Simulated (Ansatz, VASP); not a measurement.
**Na16H in VASP and in Ansatz**

```xyz
17
Lattice="8.4600 0.0000 0.0000 0.0000 8.4600 0.0000 0.0000 0.0000 8.4600" Properties=species:S:1:pos:R:3 pbc="T T T"
Na   -0.0001   -0.0138   -0.0588
Na    4.2299   -0.0229    0.0405
Na   -0.0001    4.2394   -0.0705
Na    0.0000    0.0571    4.1873
Na    2.0288    2.1170    2.1718
Na    4.2299    4.2372    0.0359
Na    4.2298    0.0099    4.2432
Na    6.4308    2.1170    2.1716
Na    0.0000    4.1381    4.1695
Na    2.0979    6.3308    2.0989
Na    2.1235    2.1090    6.4077
Na    4.2299    4.2040    4.2477
Na    6.3619    6.3308    2.0989
Na    6.3365    2.1090    6.4075
Na    2.1342    6.3356    6.3104
Na    6.3256    6.3356    6.3103
H     0.0002    2.1283    3.1816
```

Alike in both runs: functional PBE; k mesh 2 × 2 × 2; occupations fermi-dirac, width 0.05 eV; no spin polarisation.

Ansatz relaxed the structure, and its values are those at the end. VASP's run is a single point on that final structure, the one shown.

```csv
,VASP,Ansatz
version,VASP 6.6.1,Ansatz 0.2.0
potentials or method,"VASP PAW PBE potentials, release 64 (Na_pv, H), cutoff 520 eV","scalar-relativistic, plane waves, PAW"
valence electrons in the cell,113,145
```

```csv
,VASP,Ansatz,Ansatz less VASP
rms of the force components (eV/Å),0.014,0.014,-0.0005
```

The functional is the same, so the differences come from potentials, cutoffs and numerics. VASP's potentials hold 113 valence electrons a cell and Ansatz's 145, so a difference there can come from the potentials and not from the codes.

The k mesh is coarse, so the values compare programs but aren't converged.
